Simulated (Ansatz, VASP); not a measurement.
Mg in VASP and in Ansatz

The input INCAR:

```
PREC = Accurate ; ENCUT = 520
EDIFF = 1E-7 ; ISMEAR = -1
SIGMA = 0.05 ; LREAL = False
LASPH = True ; NELM = 80
ALGO = Normal ; ISIF = 2
LWAVE = False ; LCHARG = False
GGA = CA ; NBANDS = 7
```

KPOINTS

```
Automatic mesh
0
Gamma
  16 16 16
```

File POSCAR:

```
Mg
1.0
    0.0000000000      1.9680081872      1.9680081872
    1.9680081872      0.0000000000      1.9680081872
    1.9680081872      1.9680081872      0.0000000000
Mg
1
Direct
    0.0000000000      0.0000000000      0.0000000000
```

Input for Ansatz:

```yaml
crystal:
  lattice:
    - [0.0, 1.9680081872, 1.9680081872]
    - [1.9680081872, 0.0, 1.9680081872]
    - [1.9680081872, 1.9680081872, 0.0]
  atoms:
    - { symbol: Mg, position: [0.0, 0.0, 0.0] }
kpoints:
  mp_grid: { grid: [16, 16, 16] }
scf:
  occupations: { method: fermi_dirac, width: 0.05 }
hamiltonian:
  xc: lda
  pseudopotentials: { kind: paw, core: large }
output:
  forces: true
  stress: true
  eigenvalues: true
```

Change from the starting cell: volume scaled by 0.7, PAW files, core large.

Alike in both runs: task single point; functional LDA; k mesh 16 × 16 × 16; occupations fermi-dirac, width 0.05 eV; no spin polarisation.

|  | VASP | Ansatz |
| --- | --- | --- |
| version | VASP 6.6.1 | Ansatz 0.2.0 |
| potentials or method | VASP PAW LDA potentials, release 64 (Mg) | PAW with other files of Ansatz's library (core large), scalar-relativistic |
| plane-wave cutoff (eV) | 520 | 420 |
| valence electrons in the cell | 2 | 10 |

Ansatz gave:

| Quantity | Value |
| --- | --- |
| pressure (GPa) | 27.8 |

Task: Which values does VASP return?

Result: Pressure (GPa): 27.7.

LDA's correlation is that of Perdew and Zunger in VASP and of Perdew and Wang (1992) in Ansatz. VASP's potentials hold 2 valence electrons a cell and Ansatz's 10, so a difference there can come from the potentials and not from the codes. Ansatz's warnings: datasets by core.
